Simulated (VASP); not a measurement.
Wanted: the native input for a VASP 6.6.1 run.

```yaml
Task: single point
Functional: r2SCAN
Dispersion: D3(BJ)
Potentials_or_basis: VASP PAW PBE potentials, release 64 (C)
Cutoff: 520 eV
k_mesh: 13 × 13 × 13
Occupations: fermi-dirac, width 0.05 eV
Spin: no spin polarisation
Dipole_correction: no
Further_INCAR_settings: ALGO = Normal; EDIFF = 1e-07; NBANDS = 11
```

The system is C.

```xyz
2
Lattice="0.0000 1.7470 1.7470 1.7470 0.0000 1.7470 1.7470 1.7470 0.0000" Properties=species:S:1:pos:R:3 pbc="T T T"
C     2.6204    2.6204    2.6204
C     1.7470    1.7470    1.7470
```

One way to write it, as run:

POSCAR

```
C
1.0
    0.0000000000      1.7469644787      1.7469644787
    1.7469644787      0.0000000000      1.7469644787
    1.7469644787      1.7469644787      0.0000000000
C
2
Direct
    0.7500000000      0.7500000000      0.7500000000
    0.5000000000      0.5000000000      0.5000000000
```

INCAR.step1

```
SYSTEM = C
ALGO     = Normal         ! electronic algorithm
EDIFF    = 1E-4           ! SCF threshold, eV
ENCUT    = 520            ! plane-wave cutoff, eV
GGA      = PE             ! functional
ISMEAR   = -1             ! smearing method
LASPH    = .TRUE.         ! aspherical terms in the spheres
LCHARG   = .FALSE.        ! write CHGCAR
LREAL    = .FALSE.        ! projectors in reciprocal space
LWAVE    = .TRUE.         ! write WAVECAR
NBANDS   = 11             ! bands
NELM     = 60             ! most SCF steps
PREC     = Accurate       ! precision mode
SIGMA    = 0.05           ! smearing width, eV
```

INCAR.step2

```
SYSTEM = C
ALGO     = Normal         ! electronic algorithm
EDIFF    = 1E-7           ! SCF threshold, eV
ENCUT    = 520            ! plane-wave cutoff, eV
ISIF     = 2              ! what is computed and relaxed
ISMEAR   = -1             ! smearing method
ISTART   = 1            
IVDW     = 12             ! dispersion correction
LASPH    = .TRUE.         ! aspherical terms in the spheres
LCHARG   = .FALSE.        ! write CHGCAR
LMIXTAU  = .TRUE.       
LREAL    = .FALSE.        ! projectors in reciprocal space
LWAVE    = .FALSE.        ! write WAVECAR
METAGGA  = R2SCAN         ! meta-GGA
NBANDS   = 11             ! bands
NELM     = 60             ! most SCF steps
PREC     = Accurate       ! precision mode
SIGMA    = 0.05           ! smearing width, eV
VDW_A1   = 0.49484001   
VDW_A2   = 5.73083694   
VDW_S6   = 1.0          
VDW_S8   = 0.78981345
```

KPOINTS

```
k-points
0
G
  13 13 13
  0 0 0
```

Potentials or basis: VASP PAW PBE potentials, release 64 (C).

The run is started by

```console
$ cat potpaw_PBE.64/C/POTCAR > POTCAR
$ cp INCAR.step1 INCAR
$ mpirun -np 1 vasp_std > vasp.out
$ cp INCAR.step2 INCAR
$ mpirun -np 1 vasp_std > vasp.out
```

It gave:

```json
{"Pressure": "26.6 GPa", "Band gap on the k mesh": "4.48 eV, indirect (least direct gap 6.01 eV)", "Dispersion energy per atom": "-0.096 eV"}
```

Caveat: the PAW data sets were made with another functional, which shifts forces and pressure a little.

Wall time 26 s on 1 thread of Intel(R) Xeon(R) Platinum 8375C CPU @ 2.90GHz (Ice Lake), with other jobs on the host, peak memory 0.13 GiB.
